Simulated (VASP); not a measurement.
Runs of VASP 6.6.1 on HfTe5Mo. The structure is that of space group F-43m (No. 216), or close to it. The cells are those of the table. 

```tsv
cell	gap on the mesh (eV)	pressure (GPa)	largest force (eV/Å)
a = 7.387 Å, angles 60.0°, 7 atoms	none	0.1	0.01
a = 7.390 Å, angles 60.0°, 7 atoms	none	0.7	0.04
a = 7.456 Å, angles 60.0°, 7 atoms	none	(a)	-
a = 7.187 Å, angles 60.0°, 7 atoms	none	0.5	0.01
a = 7.445 Å, angles 60.0°, 7 atoms	none	0.1	0.02
a = 7.365 Å, angles 60.0°, 7 atoms	none	(b)	0.01
a = 7.498 Å, angles 60.0°, 7 atoms	none	0.8	(c)
```

Alike in all rows: task single point; level PBE; potentials or basis VASP PAW PBE potentials, release 64 (Hf_pv, Te, Mo_sv); no spin polarisation; k mesh 3 × 3 × 3; cutoff (eV) 500; smearing gaussian 0.2 eV.

Task: Fill in the values left out.

Result: (a) 0.0; (b) 0.4; (c) 0.13.

Caveats: spin-orbit coupling is left out, which moves the levels of the heavy elements.

A k mesh can miss the band edges, and the runs leave out spin-orbit coupling on Hf, Mo, Te.

A gap of «none» marks levels without a gap at the run's occupations.
